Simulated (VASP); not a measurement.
# Al6N5 (a cell with a defect) in VASP: a series of runs

Runs on Al6N5 (a cell with a defect). Level: PBEsol. Tasks: single point.

Program: VASP 6.6.1. These are calculated values, not measurements. Logs are shortened: lines on timing, memory, paths and dates and some standing lists are left out, and cuts for length are marked.

### Step 1. The cell of the first run

The cell holds a defect, 11 atoms: a = 5.295 Å, b = 5.295 Å, c = 5.295 Å, α = 65.36°, β = 65.36°, γ = 65.36°.

### Step 2. Single point, PBEsol

Contents of INCAR:

```
PREC = Accurate
ENCUT = 520
EDIFF = 1E-6
ISMEAR = 0
SIGMA = 0.05
LREAL = F
LASPH = T
NELM = 60
ALGO = Normal
ISIF = 2
LWAVE = F
LCHARG = F
GGA = PS
NELECT = 40.0
NBANDS = 32
```

Contents of KPOINTS:

```
regular mesh
0
Gamma
  6 6 6
```

Contents of POSCAR:

```
Al6N5
1.0
   -3.3014697842      0.0000000000      4.1398709024
    1.6507348921     -2.8591567030      4.1398709024
    1.6507348921      2.8591567030      4.1398709024
Al N
6 5
Direct
    0.2500000000      0.9166666667      0.5833333333
    0.5833333333      0.2500000000      0.9166666667
    0.9166666667      0.5833333333      0.2500000000
    0.7500000000      0.0833333333      0.4166666667
    0.0833333333      0.4166666667      0.7500000000
    0.4166666667      0.7500000000      0.0833333333
    0.4166666667      0.0833333333      0.7500000000
    0.7500000000      0.4166666667      0.0833333333
    0.9375000000      0.1875000000      0.5625000000
    0.2500000000      0.5833333333      0.9166666667
    0.5833333333      0.9166666667      0.2500000000
```

Potentials or basis: VASP PAW PBE potentials, release 64 (Al, N).

Run with:

```sh
$ cat potpaw_PBE.64/Al/POTCAR potpaw_PBE.64/N/POTCAR > POTCAR
$ mpirun -np 1 vasp_std > vasp.out
```

OUTCAR:

```text
PREC = Accurate
   ENCUT = 520
   EDIFF = 1E-6
   ISMEAR = 0
   LREAL = F
   LASPH = T
   NELM = 60
   ISIF = 2
   GGA = PS
   NELECT = 40.0

 ion  position               nearest neighbor table
   1  0.250  0.917  0.583-   9 1.69  11 1.91  10 1.91   7 2.07   4 2.81   4 2.81   5 2.81   6 2.81
                             5 2.81   6 2.81   2 3.30   3 3.30   2 3.30   3 3.30   2 3.30   3 3.30
   2  0.583  0.250  0.917-  10 1.91  11 1.91   9 2.05   8 2.07   7 2.07   6 2.81   6 2.81   4 2.81
                             5 2.81   5 2.81   4 2.81   3 3.30   1 3.30   1 3.30   3 3.30   1 3.30
   3  0.917  0.583  0.250-  10 1.91  11 1.91   9 2.05   8 2.07   5 2.81   5 2.81   4 2.81   6 2.81
                             6 2.81   4 2.81   2 3.30   1 3.30   1 3.30   1 3.30   2 3.30   2 3.30
   4  0.750  0.083  0.417-   9 1.83   7 1.91   8 1.91  11 2.07   1 2.81   1 2.81   3 2.81   2 2.81
                             3 2.81   2 2.81   5 3.30   6 3.30   6 3.30   5 3.30   6 3.30   5 3.30
   5  0.083  0.417  0.750-   8 1.91   7 1.91  10 2.07   9 2.34   3 2.81   3 2.81   1 2.81   2 2.81
                             2 2.81   1 2.81   6 3.30   4 3.30   4 3.30   6 3.30   6 3.30   4 3.30
   6  0.417  0.750  0.083-   8 1.91   7 1.91  10 2.07  11 2.07   2 2.81   2 2.81   3 2.81   1 2.81
                             3 2.81   1 2.81   5 3.30   4 3.30   4 3.30   4 3.30   5 3.30   5 3.30
   7  0.417  0.083  0.750-   4 1.91   6 1.91   5 1.91   2 2.07   1 2.07
   8  0.750  0.417  0.083-   5 1.91   6 1.91   4 1.91   3 2.07   2 2.07
   9  0.938  0.188  0.562-   1 1.69   4 1.83   3 2.05   2 2.05   5 2.34
  10  0.250  0.583  0.917-   2 1.91   3 1.91   1 1.91   5 2.07   6 2.07
  11  0.583  0.917  0.250-   1 1.91   2 1.91   3 1.91   4 2.07   6 2.07

  LATTYP: Found a trigonal (rhomboedric) cell.
 ALAT       =     5.2951141465
 COS(alpha) =     0.4168835952

  Lattice vectors:

 A1 = (  -3.3014697842,   0.0000000000,   4.1398709024)
 A2 = (   1.6507348921,  -2.8591567030,   4.1398709024)
 A3 = (   1.6507348921,   2.8591567030,   4.1398709024)

Analysis of symmetry for initial positions (statically):
=====================================================================
 Subroutine PRICEL returns:
 Original cell was already a primitive cell.

 Routine SETGRP: Setting up the symmetry group for a
 trigonal (rhombohedral) supercell.

 Subroutine GETGRP returns: Found  1 space group operations
 (whereof  1 operations were pure point group operations)
 out of a pool of 12 trial point group operations.

The static configuration has the point symmetry C_1 .

Analysis of symmetry for dynamics (positions and initial velocities):
=====================================================================
 Subroutine PRICEL returns:
 Original cell was already a primitive cell.

 Routine SETGRP: Setting up the symmetry group for a
 trigonal (rhombohedral) supercell.

 Subroutine GETGRP returns: Found  1 space group operations
 (whereof  1 operations were pure point group operations)
 out of a pool of 12 trial point group operations.

The dynamic configuration has the point symmetry C_1 .

 Subroutine INISYM returns: Found  1 space group operations
 (whereof  1 operations are pure point group operations),
 and found     1 'primitive' translations

----------------------------------------------------------------------------------------

                                     Primitive cell

  volume of cell :     117.2339

  direct lattice vectors                    reciprocal lattice vectors
    -3.301469784  0.000000000  4.139870902    -0.201930264  0.000000000  0.080517809
     1.650734892 -2.859156703  4.139870902     0.100965132 -0.174876739  0.080517809
     1.650734892  2.859156703  4.139870902     0.100965132  0.174876739  0.080517809

  length of vectors
     5.295114147  5.295114147  5.295114147     0.217391235  0.217391235  0.217391235

  position of ions in fractional coordinates (direct lattice)
     0.250000000  0.916666667  0.583333333
     0.583333333  0.250000000  0.916666667
     0.916666667  0.583333333  0.250000000
     0.750000000  0.083333333  0.416666667
     0.083333333  0.416666667  0.750000000
     0.416666667  0.750000000  0.083333333
     0.416666667  0.083333333  0.750000000
     0.750000000  0.416666667  0.083333333
     0.937500000  0.187500000  0.562500000
     0.250000000  0.583333333  0.916666667
     0.583333333  0.916666667  0.250000000

  ion indices of the primitive-cell ions
   primitive index   ion index
                 1           1
                 2           2
                 3           3
                 4           4
                 5           5
                 6           6
                 7           7
                 8           8
                 9           9
                10          10
                11          11

----------------------------------------------------------------------------------------

 KPOINTS: regular mesh

Automatic generation of k-mesh.
 Grid dimensions read from file:
 generate k-points for:    6    6    6

 Generating k-lattice:

  Cartesian coordinates                     Fractional coordinates (reciprocal lattice)
    -0.033655044  0.000000000  0.013419635     0.166666667  0.000000000  0.000000000
     0.016827522 -0.029146123  0.013419635     0.000000000  0.166666667  0.000000000
     0.016827522  0.029146123  0.013419635     0.000000000  0.000000000  0.166666667

  Length of vectors
     0.036231873  0.036231873  0.036231873

  Shift w.r.t. Gamma in fractional coordinates (k-lattice)
     0.000000000  0.000000000  0.000000000

 Subroutine IBZKPT returns following result:
 ===========================================

 Found    112 irreducible k-points:

 Following reciprocal coordinates:
            Coordinates               Weight
  0.000000  0.000000  0.000000      1.000000
  0.166667 -0.000000 -0.000000      2.000000
 -0.000000  0.166667 -0.000000      2.000000
 -0.000000 -0.000000  0.166667      2.000000
  0.333333  0.000000  0.000000      2.000000
  0.000000  0.333333 -0.000000      2.000000
[... 16 lines left out ...]
 -0.166667  0.500000 -0.000000      2.000000
  0.166667 -0.000000  0.500000      2.000000
 [... further k-points ...]
   k-points           NKPTS =    112   k-points in BZ     NKDIM =    112   number of bands    NBANDS=     32
   number of dos      NEDOS =    301   number of ions     NIONS =     11
   total plane-waves  NPLWV =  64000
   dimension x,y,z NGX =    40 NGY =   40 NGZ =   40
   dimension x,y,z NGXF=    80 NGYF=   80 NGZF=   80
   ions per type =               6   5
   NGX,Y,Z   is equivalent  to a cutoff of  12.56, 12.56, 12.56 a.u.
   NGXF,Y,Z  is equivalent  to a cutoff of  25.12, 25.12, 25.12 a.u.
 SYSTEM =  unknown system
   PREC   = accura    normal or accurate (medium, high low for compatibility)
   ISTART =      0    job   : 0-new  1-cont  2-samecut
   ICHARG =      2    charge: 1-file 2-atom 10-const
   ISPIN  =      1    spin polarized calculation?
   LNONCOLLINEAR =      F non collinear calculations
   LSORBIT =      F    spin-orbit coupling
   LASPH  =      T    aspherical Exc in radial PAW
   ENCUT  =  520.0 eV  38.22 Ry    6.18 a.u.   9.85  9.85  9.85*2*pi/ulx,y,z
   NELM   =     60;   NELMIN=  2; NELMDL= -5     # of ELM steps
   EDIFF  = 0.1E-05   stopping-criterion for ELM
   LREAL  =      F    real-space projection
   EDIFFG = 0.1E-04   stopping-criterion for IOM
   NSW    =      0    number of steps for IOM
   IBRION =     -1    ionic relax: 0-MD 1-quasi-New 2-CG
   NFREE  =      0    steps in history (QN), initial steepest desc. (CG)
   ISIF   =      2    stress and relaxation
   ISYM   =      2    0-nonsym 1-usesym 2-fastsym
   POTIM  = 0.5000    time-step for ionic-motion
   TEBEG  =    0.0;   TEEND  =   0.0 temperature during run
   PSTRESS=    0.0 pullay stress
   NELECT =      40.0000    total number of electrons
   NUPDOWN=      -1.0000    fix difference up-down
   EMIN   =  10.00;   EMAX   =-10.00  energy-range for DOS
   EFERMI =   0.00;   METHOD = LEGACY
   ISMEAR =     0;   SIGMA  =   0.05  broadening in eV -4-tet -1-fermi 0-gaus
   EFERMI_NEDOS =   21; number of points for ismear=-14 and -15
   IALGO  =     38    algorithm
   IMIX   =      4    mixing-type and parameters
     AMIX     =   0.40;   BMIX     =  1.00
     AMIX_MAG =   1.60;   BMIX_MAG =  1.00
  volume/ion in A,a.u.               =      10.66        71.92
  Fermi-wavevector in a.u.,A,eV,Ry     =   1.143959  2.161769 17.805152  1.308642
  Thomas-Fermi vector in A             =   2.280652
   LORBIT       =      0    0 simple, 1 ext, 2 COOP (PROOUT), +10 PAW based schemes
   GGA     = PS    functional components
   LHFCALC =     F    Hartree Fock is set to
   AEXX    =    0.0000 exact exchange contribution
   IVDW    =     0    specifies the selected vdW correction
   LEPSILON=     F    determine dielectric tensor
   LRPA    =     F    only Hartree local field effects (RPA)
 non-spin polarized calculation
 Gauss-broadening in eV      SIGMA  =   0.05
  energy-cutoff  :      520.00
  volume of cell :      117.23
 maximum number of plane-waves:      3199
   NGX = 19   NGY = 19   NGZ = 19

 number of electron      40.0000000 magnetization

 Free energy of the ion-electron system (eV)
  ---------------------------------------------------
  ext. energy  EPLUGINS =         0.00000000
  ---------------------------------------------------
  free energy    TOTEN  =      -101.84021531 eV

  energy without entropy =     -101.83679395  energy(sigma->0) =     -101.83850463

 E-fermi :   6.5995     XC(G=0): -10.7621

 val. band max:        6.5849682475   @ k =   0.1667  -0.0000  -0.0000
 cond. band min:       6.6118202975   @ k =  -0.0000  -0.0000   0.1667
 fundamental gap:      0.0268520501
 Fermi energy:         6.5995154589

 k-point     1 :       0.0000    0.0000    0.0000
  band No.  band energies     occupation
      1      -8.8857      2.00000
      2      -6.7683      2.00000
      3      -6.7165      2.00000
      4      -6.3147      2.00000
      5      -5.7591      2.00000
      6       0.9776      2.00000
[... 24 lines left out ...]
     31      16.1967      0.00000
     32      16.4970      0.00000

 k-point     2 :       0.1667   -0.0000   -0.0000
  band No.  band energies     occupation
      1      -8.7737      2.00000
      2      -6.8997      2.00000
      3      -6.7921      2.00000
      4      -6.2970      2.00000
      5      -5.7755      2.00000
      6       0.8494      2.00000
[... 24 lines left out ...]
     31      16.0808      0.00000
     32      16.3008      0.00000

 k-point     3 :      -0.0000    0.1667   -0.0000
  band No.  band energies     occupation
      1      -8.7749      2.00000
      2      -6.9298      2.00000
      3      -6.7602      2.00000
      4      -6.2799      2.00000
      5      -5.7926      2.00000
      6       0.8665      2.00000
[... 24 lines left out ...]
     31      15.9792      0.00000
     32      16.4431      0.00000

 k-point     4 :      -0.0000   -0.0000    0.1667
  band No.  band energies     occupation
      1      -8.7763      2.00000
      2      -6.9730      2.00000
      3      -6.7365      2.00000
      4      -6.2467      2.00000
      5      -5.7922      2.00000
      6       0.8465      2.00000
[... 654 lines left out ...]
     31      15.9305      0.00000
     32      16.1924      0.00000

 k-point    23 :      -0.1667    0.5000   -0.0000
  band No.  band energies     occupation
      1      -8.0859      2.00000
      2      -7.6489      2.00000
      3      -6.9356      2.00000
      4      -6.2663      2.00000
      5      -5.9583      2.00000
      6       0.5577      2.00000
[... 24 lines left out ...]
     31      15.7244      0.00000
     32      16.3328      0.00000

 k-point    24 :       0.1667   -0.0000    0.5000
  band No.  band energies     occupation
      1      -8.0765      2.00000
      2      -7.7248      2.00000
      3      -6.9128      2.00000
      4      -6.1655      2.00000
      5      -5.9679      2.00000
      6       0.5229      2.00000
[... 24 lines left out ...]
     31      15.7594      0.00000
     32      16.4114      0.00000

 [... further k-points ...]
[... 5 lines left out ...]
  --------------------------------------------------------------------------------------
  -------------------------------------------------------------------------------------
  Total      -27.7112220    -30.8001278    -32.0209861     -3.0276795      0.3428452     -2.9909357
  in kB     -378.7153613   -420.9298863   -437.6147446    -41.3777762      4.6854929    -40.8756170
  external PRESSURE =    -412.4199974 kB  Pullay stress =       0.0000000 kB

 VOLUME and BASIS-vectors are now :
 -----------------------------------------------------------------------------
  energy-cutoff  :      520.00
  volume of cell :      117.23
      direct lattice vectors                 reciprocal lattice vectors
    -3.301469784  0.000000000  4.139870902    -0.201930264  0.000000000  0.080517809
     1.650734892 -2.859156703  4.139870902     0.100965132 -0.174876739  0.080517809
     1.650734892  2.859156703  4.139870902     0.100965132  0.174876739  0.080517809

 POSITION                                       TOTAL-FORCE (eV/Angst)
 -----------------------------------------------------------------------------------
      1.65073     -0.95305      7.24477        -3.088880      1.819539      3.388743
      0.00000      1.90610      7.24477        -0.780580      0.027225     -0.330629
     -1.65073     -0.95305      7.24477        -0.406191      0.538913     -3.189005
     -1.65073      0.95305      5.17484         2.044636     -1.044429     -1.382191
      1.65073      0.95305      5.17484        -0.187689      2.463866      0.321844
     -0.00000     -1.90610      5.17484        -2.042678     -1.218596      0.005643
     -0.00000      1.90610      5.17484         0.665843     -0.094535      0.024749
     -1.65073     -0.95305      5.17484        -0.270809     -0.681338     -0.897860
     -1.85708      1.07218      6.98603         3.914901     -2.627962      2.114066
      1.65073      0.95305      7.24477         0.373548     -0.334151     -0.030602
      0.00000     -1.90610      7.24477        -0.222100      1.151469     -0.024757
 -----------------------------------------------------------------------------------
    total drift:                               -0.000054      0.000139     -0.000273

  FREE ENERGIE OF THE ION-ELECTRON SYSTEM (eV)
  ---------------------------------------------------
  free  energy   TOTEN  =      -101.8402153129 eV

  energy  without entropy=     -101.8367939537  energy(sigma->0) =     -101.83850463
```

Wall time 12 min (1 thread of Intel Xeon 8259CL, shared host); peak memory 0.44 GiB.

Results:

* Free energy: -101.8402 eV
* Largest force: 5.167 eV/Å

Forces in eV/Å, atoms in the order of the input:
```
Al  -3.089  1.820  3.389
Al  -0.781  0.027 -0.331
Al  -0.406  0.539 -3.189
Al   2.045 -1.044 -1.382
Al  -0.188  2.464  0.322
Al  -2.043 -1.219  0.006
N    0.666 -0.095  0.025
N   -0.271 -0.681 -0.898
N    3.915 -2.628  2.114
N    0.374 -0.334 -0.031
N   -0.222  1.151 -0.025
```

Caveat: the cell carries a net charge on a neutralising background, which shifts energy and pressure; the cell differs from its parent crystal (atoms taken out, atom 9 moved 0.125 of the way to it and +0.000 Å across, host rigid); the cell is charged against a uniform background, so pressure and absolute levels hang on convention; the PAW data sets were made with another functional, which shifts forces and pressure a little.

(Part 1 of 3 ends here.)
